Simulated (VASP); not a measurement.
# BeS (F-43m) in VASP: a series of runs

BeS is run at these levels: LDA; tasks: single point.

Everything below comes from runs of VASP 6.6.1. Logs are shortened: lines on timing, memory, paths and dates and some standing lists are left out, and cuts for length are marked.

## 1. The cell of the first run

The structure is cubic, space group F-43m (No. 216). Conventional cell: a = 4.665 Å, b = 4.665 Å, c = 4.665 Å, α = 90.00°, β = 90.00°, γ = 90.00°. Within 2.7 Å of Be (site symmetry -43m) lie 4 S at 2.02 Å. Within 2.7 Å of S (site symmetry -43m) lie 4 Be at 2.02 Å.

## 2. Single point, LDA

File INCAR:

```
PREC = Accurate
ENCUT = 520
EDIFF = 1E-6
ISMEAR = 0
SIGMA = 0.01
LREAL = False
LASPH = True
NELM = 80
ALGO = Normal
ISIF = 2
LWAVE = False
LCHARG = False
NBANDS = 11
```

File KPOINTS:

```
regular mesh
0
Gamma
  10 10 10
```

File POSCAR:

```
BeS
1.0
    0.0000000000      2.3323170487      2.3323170487
    2.3323170487      0.0000000000      2.3323170487
    2.3323170487      2.3323170487      0.0000000000
Be S
1 1
Direct
    0.0000000000      0.0000000000      0.0000000000
    0.7500000000      0.7500000000      0.7500000000
```

Potentials or basis: VASP PAW LDA potentials, release 64 (Be, S).

On the command line:

```bash
> cat potpaw_LDA.64/Be/POTCAR potpaw_LDA.64/S/POTCAR > POTCAR
> mpirun -np 1 vasp_std > vasp.out
```

OUTCAR:

```text
PREC = Accurate
   ENCUT = 520
   EDIFF = 1E-6
   ISMEAR = 0
   LREAL = False
   LASPH = True
   NELM = 80
   ISIF = 2

 ion  position               nearest neighbor table
   1  0.000  0.000  0.000-   2 2.02   2 2.02   2 2.02   2 2.02
   2  0.750  0.750  0.750-   1 2.02   1 2.02   1 2.02   1 2.02

  LATTYP: Found a face centered cubic cell.
 ALAT       =     4.6646340974

  Lattice vectors:

 A1 = (   0.0000000000,   2.3323170487,   2.3323170487)
 A2 = (   2.3323170487,   0.0000000000,   2.3323170487)
 A3 = (   2.3323170487,   2.3323170487,   0.0000000000)

Analysis of symmetry for initial positions (statically):
=====================================================================
 Subroutine PRICEL returns:
 Original cell was already a primitive cell.

 Routine SETGRP: Setting up the symmetry group for a
 face centered cubic supercell.

 Subroutine GETGRP returns: Found 24 space group operations
 (whereof 24 operations were pure point group operations)
 out of a pool of 48 trial point group operations.

The static configuration has the point symmetry T_d .

Analysis of symmetry for dynamics (positions and initial velocities):
=====================================================================
 Subroutine PRICEL returns:
 Original cell was already a primitive cell.

 Routine SETGRP: Setting up the symmetry group for a
 face centered cubic supercell.

 Subroutine GETGRP returns: Found 24 space group operations
 (whereof 24 operations were pure point group operations)
 out of a pool of 48 trial point group operations.

The dynamic configuration has the point symmetry T_d .

 Subroutine INISYM returns: Found 24 space group operations
 (whereof 24 operations are pure point group operations),
 and found     1 'primitive' translations

----------------------------------------------------------------------------------------

                                     Primitive cell

  volume of cell :      25.3742

  direct lattice vectors                    reciprocal lattice vectors
     0.000000000  2.332317049  2.332317049    -0.214379087  0.214379087  0.214379087
     2.332317049  0.000000000  2.332317049     0.214379087 -0.214379087  0.214379087
     2.332317049  2.332317049  0.000000000     0.214379087  0.214379087 -0.214379087

  length of vectors
     3.298394402  3.298394402  3.298394402     0.371315471  0.371315471  0.371315471

  position of ions in fractional coordinates (direct lattice)
     0.000000000  0.000000000  0.000000000
     0.750000000  0.750000000  0.750000000

[... 86 lines left out ...]
   PSTRESS=    0.0 pullay stress
   NELECT =       8.0000    total number of electrons
   NUPDOWN=      -1.0000    fix difference up-down
   EMIN   =  10.00;   EMAX   =-10.00  energy-range for DOS
   EFERMI =   0.00;   METHOD = LEGACY
   ISMEAR =     0;   SIGMA  =   0.01  broadening in eV -4-tet -1-fermi 0-gaus
   EFERMI_NEDOS =   21; number of points for ismear=-14 and -15
   IALGO  =     38    algorithm
   IMIX   =      4    mixing-type and parameters
     AMIX     =   0.40;   BMIX     =  1.00
     AMIX_MAG =   1.60;   BMIX_MAG =  1.00
  volume/ion in A,a.u.               =      12.69        85.62
  Fermi-wavevector in a.u.,A,eV,Ry     =   1.114228  2.105585 16.891675  1.241503
  Thomas-Fermi vector in A             =   2.250820
   LORBIT       =      0    0 simple, 1 ext, 2 COOP (PROOUT), +10 PAW based schemes
   GGA     = CA    functional components
   LHFCALC =     F    Hartree Fock is set to
   AEXX    =    0.0000 exact exchange contribution
   IVDW    =     0    specifies the selected vdW correction
   LEPSILON=     F    determine dielectric tensor
   LRPA    =     F    only Hartree local field effects (RPA)
 non-spin polarized calculation
 Gauss-broadening in eV      SIGMA  =   0.01
  energy-cutoff  :      520.00
  volume of cell :       25.37
 maximum number of plane-waves:       701
 NGX is ok and might be reduce to    28
   NGX = 13   NGY = 13   NGZ = 13

 number of electron       7.9999999 magnetization

 Free energy of the ion-electron system (eV)
  ---------------------------------------------------
  ext. energy  EPLUGINS =         0.00000000
  ---------------------------------------------------
  free energy    TOTEN  =       -11.07695819 eV

  energy without entropy =      -11.07695819  energy(sigma->0) =      -11.07695819

 E-fermi :   5.4554     XC(G=0): -10.4620

 val. band max:        5.3163558456   @ k =   0.0000   0.0000   0.0000
 cond. band min:       7.9417365447   @ k =   0.5000   0.5000   0.0000
 fundamental gap:      2.6253806992
 Fermi energy:         5.4553699765

 k-point     1 :       0.0000    0.0000    0.0000
  band No.  band energies     occupation
      1      -9.1802      2.00000
      2       5.3164      2.00000
      3       5.3164      2.00000
      4       5.3164      2.00000
      5      10.7839      0.00000
      6      10.7839      0.00000
      7      10.7839      0.00000
      8      12.0240      0.00000
      9      18.3587      0.00000
     10      18.3587      0.00000
     11      20.8506      0.00000
[... 309 lines left out ...]
 k-point    24 :       0.4000    0.3000    0.0000
  band No.  band energies     occupation
      1      -7.2627      2.00000
      2       0.6781      2.00000
      3       2.4274      2.00000
      4       2.7249      2.00000
      5       9.0477      0.00000
      6      10.9709      0.00000
      7      15.9878      0.00000
      8      15.9883      0.00000
      9      20.2562      0.00000
     10      21.1762      0.00000
     11      23.0194      0.00000

 [... further k-points ...]

------------------------ aborting loop because EDIFF is reached ----------------------------------------

  FORCE on cell =-STRESS in cart. coord.  units (eV):
  Direction    XX          YY          ZZ          XY          YZ          ZX
  --------------------------------------------------------------------------------------
  -------------------------------------------------------------------------------------
  Total        1.5861460      1.5861460      1.5861460      0.0000000      0.0000000     -0.0000000
  in kB      100.1523165    100.1523165    100.1523165      0.0000000      0.0000000     -0.0000000
  external PRESSURE =     100.1523165 kB  Pullay stress =       0.0000000 kB

 VOLUME and BASIS-vectors are now :
 -----------------------------------------------------------------------------
  energy-cutoff  :      520.00
  volume of cell :       25.37
      direct lattice vectors                 reciprocal lattice vectors
     0.000000000  2.332317049  2.332317049    -0.214379087  0.214379087  0.214379087
     2.332317049  0.000000000  2.332317049     0.214379087 -0.214379087  0.214379087
     2.332317049  2.332317049  0.000000000     0.214379087  0.214379087 -0.214379087

 POSITION                                       TOTAL-FORCE (eV/Angst)
 -----------------------------------------------------------------------------------
      0.00000      0.00000      0.00000        -0.000000     -0.000000     -0.000000
      3.49848      3.49848      3.49848         0.000000      0.000000      0.000000
 -----------------------------------------------------------------------------------
    total drift:                                0.000000      0.000000      0.000000

  FREE ENERGIE OF THE ION-ELECTRON SYSTEM (eV)
  ---------------------------------------------------
  free  energy   TOTEN  =       -11.0769581900 eV

  energy  without entropy=      -11.0769581900  energy(sigma->0) =      -11.07695819
```

stdout:

```text
POSCAR found type information on POSCAR BeS
 POSCAR found :  2 types and       2 ions
 scaLAPACK will be used
 LDA part: xc-table for (Slater(with rela. corr.)+CA(PZ))
 , standard interpolation
 POSCAR, INCAR and KPOINTS ok, starting setup
 FFT: planning ... GRIDC
 FFT: planning ... GRID_SOFT
 FFT: planning ... GRID
 WAVECAR not read
 entering main loop
```

It took 18 s on 1 thread of Intel Xeon 8259CL, shared host; peak memory 0.14 GiB.

Results:

```yaml
Free_energy: -11.0770 eV
Pressure: 10.0 GPa
Band_gap_on_the_k_mesh: 2.63 eV, indirect (least direct gap 5.47 eV)
```

Levels at points of the mesh, in eV from the valence-band top:
```
           k point  band 2  band 3  band 4  band 5  band 6  band 7
(0.00, 0.00, 0.00)    0.00    0.00    0.00    5.47    5.47    5.47
(0.50, 0.00, 0.00)   -6.64   -1.22   -1.22    5.79    6.38    6.38
(0.50, 0.50, 0.00)   -5.67   -3.11   -3.11    2.63    4.68   13.57
```

A k mesh can miss the band edges.

## 3. Single point, LDA

This run uses another cell than the first one, of 12.26 Å³/atom, 0.967 times its volume.

File INCAR:

```
SYSTEM = BeS
PREC = Accurate
ENCUT = 520
EDIFF = 1E-7
ISMEAR = 0
SIGMA = 0.01
LREAL = .False.
LASPH = .True.
NELM = 100
ALGO = Normal
ISIF = 2
LWAVE = .False.
LCHARG = .False.
NBANDS = 11
```

File KPOINTS:

```
Automatic mesh
0
Gamma
  10 10 10
  0 0 0
```

File POSCAR:

```
BeS
1.0
    0.0000000000      2.3060648892      2.3060648892
    2.3060648892      0.0000000000      2.3060648892
    2.3060648892      2.3060648892      0.0000000000
Be S
1 1
Direct
    0.0000000000      0.0000000000      0.0000000000
    0.7500000000      0.7500000000      0.7500000000
```

Potentials or basis: VASP PAW LDA potentials, release 64 (Be, S).

On the command line:

```bash
> cat potpaw_LDA.64/Be/POTCAR potpaw_LDA.64/S/POTCAR > POTCAR
> mpirun -np 1 vasp_std > vasp.out
```

Wall time 9.6 s (1 thread of Intel Xeon 8259CL, shared host); peak memory 0.13 GiB.

It converged, with:

```
Free energy            : -11.0109 eV
Pressure               : 15.0 GPa
Band gap on the k mesh : 2.53 eV, indirect (least direct gap 5.43 eV)
```

Levels at points of the mesh, in eV from the valence-band top:
| k point | band 2 | band 3 | band 4 | band 5 | band 6 | band 7 |
| --- | --- | --- | --- | --- | --- | --- |
| (0.00, 0.00, 0.00) | 0.00 | 0.00 | 0.00 | 5.43 | 5.43 | 5.43 |
| (0.50, 0.00, 0.00) | -6.89 | -1.28 | -1.28 | 5.91 | 6.36 | 6.36 |
| (0.50, 0.50, 0.00) | -5.87 | -3.24 | -3.24 | 2.53 | 4.63 | 13.84 |

A k mesh can miss the band edges.

## 4. Single point, LDA

This run uses another cell than the first one, of 13.53 Å³/atom, 1.067 times its volume.

File INCAR:

```
PREC = Accurate
ENCUT = 520
EDIFF = 1E-6
ISMEAR = 0
SIGMA = 0.01
LREAL = F
LASPH = T
NELM = 60
ALGO = Normal
ISIF = 2
LWAVE = F
LCHARG = F
NBANDS = 11
```

File KPOINTS:

```
Automatic mesh
0
Gamma
  10 10 10
```

File POSCAR:

```
BeS
1.0
    0.0000000000      2.3829385577      2.3829385577
    2.3829385577      0.0000000000      2.3829385577
    2.3829385577      2.3829385577      0.0000000000
Be S
1 1
Direct
    0.0000000000      0.0000000000      0.0000000000
    0.7500000000      0.7500000000      0.7500000000
```

On the command line:

```bash
> cat potpaw_LDA.64/Be/POTCAR potpaw_LDA.64/S/POTCAR > POTCAR
> mpirun -np 1 vasp_std > vasp.out
```

Wall time 19 s (1 thread of Intel Xeon 8259CL, shared host); peak memory 0.14 GiB.

Results (log left out):

| Item | Value |
| --- | --- |
| Free energy | -11.1390 eV |
| Pressure | 2.1 GPa |
| Band gap on the k mesh | 2.79 eV, indirect (least direct gap 5.52 eV) |

Levels at points of the mesh, in eV from the valence-band top:
```tsv
k point	band 1	band 2	band 3	band 4	band 5	band 6	band 7	band 8
(0.00, 0.00, 0.00)	-14.02	0.00	0.00	0.00	5.52	5.52	5.52	6.13
(0.50, 0.00, 0.00)	-12.24	-6.19	-1.12	-1.12	5.55	6.42	6.42	11.16
(0.50, 0.50, 0.00)	-11.64	-5.31	-2.86	-2.86	2.79	4.76	13.04	13.04
```

## 5. Single point, LDA

This run uses another cell than the first one, of 13.30 Å³/atom, 1.048 times its volume.

File INCAR:

```
SYSTEM = BeS
ALGO = Normal
EDIFF = 1E-7
ENCUT = 520
ISIF = 2
ISMEAR = 0
LASPH = .True.
LCHARG = .False.
LREAL = .False.
LWAVE = .False.
NBANDS = 11
NELM = 60
PREC = Accurate
SIGMA = 0.01
```

File KPOINTS:

```
k-points
0
Gamma
  10 10 10
  0 0 0
```

File POSCAR:

```
BeS
1.0
    0.0000000000      2.3691327154      2.3691327154
    2.3691327154      0.0000000000      2.3691327154
    2.3691327154      2.3691327154      0.0000000000
Be S
1 1
Direct
    0.0000000000      0.0000000000      0.0000000000
    0.7500000000      0.7500000000      0.7500000000
```

On the command line:

```bash
> cat potpaw_LDA.64/Be/POTCAR potpaw_LDA.64/S/POTCAR > POTCAR
> mpirun -np 1 vasp_std > vasp.out
```

Wall time 21 s (1 thread of Intel Xeon 8259CL, shared host); peak memory 0.14 GiB.

Results (log left out):

- Free energy: -11.1301 eV
- Pressure: 4.0 GPa
- Band gap on the k mesh: 2.75 eV, indirect (least direct gap 5.51 eV)

Levels at points of the mesh, in eV from the valence-band top:
```
           k point  band 1  band 2  band 3  band 4  band 5  band 6  band 7  band 8
(0.00, 0.00, 0.00)  -14.14    0.00    0.00    0.00    5.51    5.51    5.51    6.28
(0.50, 0.00, 0.00)  -12.31   -6.31   -1.15   -1.15    5.62    6.41    6.41   11.24
(0.50, 0.50, 0.00)  -11.70   -5.41   -2.93   -2.93    2.75    4.74   13.18   13.18
```

A k mesh can miss the band edges.

[end of part 1 of 2]
